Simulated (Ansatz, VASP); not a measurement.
## Au in VASP and in Ansatz

```
CELL_PARAMETERS angstrom
3.98195 0.00000 0.00000
0.00000 3.98195 0.00000
0.00000 0.00000 3.98195
ATOMIC_POSITIONS crystal
Au 0.50000 0.00000 0.00000
Au 0.00000 0.50000 0.00000
Au 0.00000 0.00000 0.50000
```

Alike in both runs: functional PBE; k mesh 12 × 12 × 12; occupations gaussian, width 0.1 eV; no spin polarisation.

Ansatz relaxed the structure, and its values are those at the end. VASP's run is a single point on that final structure, the one shown.

|  | VASP | Ansatz |
| --- | --- | --- |
| version | VASP 6.6.1 | Ansatz 0.2.0 |
| potentials or method | VASP PAW PBE potentials, release 64 (Au), cutoff 520 eV | scalar-relativistic, plane waves, PAW |
| valence electrons in the cell | 33 | 57 |

```csv
,VASP,Ansatz,Ansatz less VASP
gap on the k mesh at the Fermi level (eV),none,none,-
pressure (GPa),-0.2,0.0,+0.19
```

A gap of «none» marks a metal or a gap that the smearing closes. VASP's potentials hold 33 valence electrons a cell and Ansatz's 57, so a difference there can come from the potentials and not from the codes.

Neither program's run includes spin-orbit coupling.
